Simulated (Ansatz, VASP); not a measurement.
# CdS in VASP and in Ansatz

File INCAR:

```
ALGO = Normal ; EDIFF = 1E-6
ENCUT = 520 ; ISIF = 2
ISMEAR = -1 ; LASPH = True
LCHARG = False ; LREAL = False
LWAVE = False ; NBANDS = 26
NELM = 80 ; PREC = Accurate
SIGMA = 0.02
```

KPOINTS

```
k-points
0
Gamma
  8 8 4
```

File POSCAR:

```
CdS
1.0
    4.1892106958      0.0000000000      0.0000000000
   -2.0946053479      3.6279628844      0.0000000000
    0.0000000000      0.0000000000      6.8378128164
Cd S
2 2
Direct
    0.3333333333      0.6666666667      0.0000000000
    0.6666666667      0.3333333333      0.5000000000
    0.3333333333      0.6666666667      0.3850000000
    0.6666666667      0.3333333333      0.8850000000
```

Input for Ansatz:

```yaml
crystal:
  lattice:
    - [4.1892106958, 0.0, 0.0]
    - [-2.0946053479, 3.6279628844, 0.0]
    - [0.0, 0.0, 6.8378128164]
  atoms:
    - { symbol: Cd, position: [0.3333333333, 0.6666666667, 0.0] }
    - { symbol: Cd, position: [0.6666666667, 0.3333333333, 0.5] }
    - { symbol: S, position: [0.3333333333, 0.6666666667, 0.385] }
    - { symbol: S, position: [0.6666666667, 0.3333333333, 0.885] }
kpoints:
  mp_grid: { grid: [8, 8, 4] }
  band_path:
    path:
      - [0.0, 0.0, 0.0]
      - [0.5, 0.0, 0.0]
      - [0.3333333333, 0.3333333333, 0.0]
      - [0.0, 0.0, 0.0]
      - [0.0, 0.0, 0.5]
      - [0.5, 0.0, 0.5]
      - [0.3333333333, 0.3333333333, 0.5]
      - [0.0, 0.0, 0.5]
      - [0.5, 0.0, 0.5]
    npoints: 5
scf:
  occupations: { method: fermi_dirac, width: 0.02 }
hamiltonian:
  xc: lda
  pseudopotentials: { kind: all_electron, lapw: { basis_error: 0.001 } }
output:
  forces: true
  stress: true
  eigenvalues: true
```

Change from the starting cell: volume scaled by 1.04.

Alike in both runs: task single point; functional LDA; k mesh 8 × 8 × 4; occupations fermi-dirac, width 0.02 eV; no spin polarisation.

|  | VASP | Ansatz |
| --- | --- | --- |
| version | VASP 6.6.1 | Ansatz 0.2.0 |
| potentials or method | VASP PAW LDA potentials, release 64 (Cd, S), cutoff 520 eV | all-electron LAPW, scalar-relativistic |

|  | VASP | Ansatz | Ansatz less VASP |
| --- | --- | --- | --- |
| gap on the k mesh at the Fermi level (eV) | 0.88 | 0.86 | -0.027 |
| pressure (GPa) | -4.3 | -4.7 | -0.37 |
| traceless stress, the component that is largest in VASP (GPa) | -0.94 | -0.88 | +0.066 |
| rms of the force components (eV/Å) | 0.121 | 0.115 | -0.0054 |

LDA's correlation is that of Perdew and Zunger in VASP and of Perdew and Wang (1992) in Ansatz. Atom by atom the forces differ by 0.005 eV/Å (rms over components). Ansatz ran all-electron here, and VASP with PAW potentials.
